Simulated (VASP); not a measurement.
Set up this calculation in VASP 6.6.1, as the native input.

```
Task                   : single point
Functional             : PBE
Potentials or basis    : VASP PAW PBE potentials, release 64 (Sn_d, Pb_d, O)
Cutoff                 : 520 eV
k mesh                 : 8 × 8 × 4
Occupations            : gaussian, width 0.02 eV
Spin                   : no spin polarisation
Dipole correction      : no
Further INCAR settings : ALGO = Normal; EDIFF = 1e-06; NBANDS = 50
```

The structure of SnPb3O4 lies in POSCAR:

```
SnPb3O4
1.0
    4.0154313618      0.0000000000      0.0000000000
    0.0000000000      4.0154313618      0.0000000000
    0.0000000000      0.0000000000     11.9227335314
Sn Pb O
1 3 4
Direct
    0.5000000000      0.5000000000      0.3942735341
    0.0000000000      0.0000000000      0.1134035662
    0.0000000000      0.0000000000      0.5892868792
    0.5000000000      0.5000000000      0.9105218301
    0.0000000000      0.5000000000      0.0104761427
    0.0000000000      0.5000000000      0.4857804526
    0.5000000000      0.0000000000      0.0104761427
    0.5000000000      0.0000000000      0.4857804526
```

One way to write it, as run:

INCAR

```
SYSTEM = SnPb3O4
PREC = Accurate
ENCUT = 520
EDIFF = 1E-6
ISMEAR = 0
SIGMA = 0.02
LREAL = .False.
LASPH = .True.
NELM = 80
ALGO = Normal
ISIF = 2
LWAVE = .False.
LCHARG = .False.
GGA = PE
NBANDS = 50
```

KPOINTS

```
regular mesh
0
Gamma
  8 8 4
  0 0 0
```

Potentials or basis: VASP PAW PBE potentials, release 64 (Sn_d, Pb_d, O).

Command:

```sh
$ cat potpaw_PBE.64/Sn_d/POTCAR potpaw_PBE.64/Pb_d/POTCAR potpaw_PBE.64/O/POTCAR > POTCAR
$ mpirun -np 1 vasp_std > vasp.out
```

Results of the run:

| Property | Result |
| --- | --- |
| Pressure | -0.5 GPa |
| Largest force | 0.058 eV/Å |
| Band gap on the k mesh | 1.59 eV (least direct gap 1.61 eV) |

Caveat: spin-orbit coupling is left out, which moves the levels of the heavy elements.

It took 14 min on 1 thread of Oxide Virtual Turin-like Processor (shared host), peak memory 0.47 GiB.
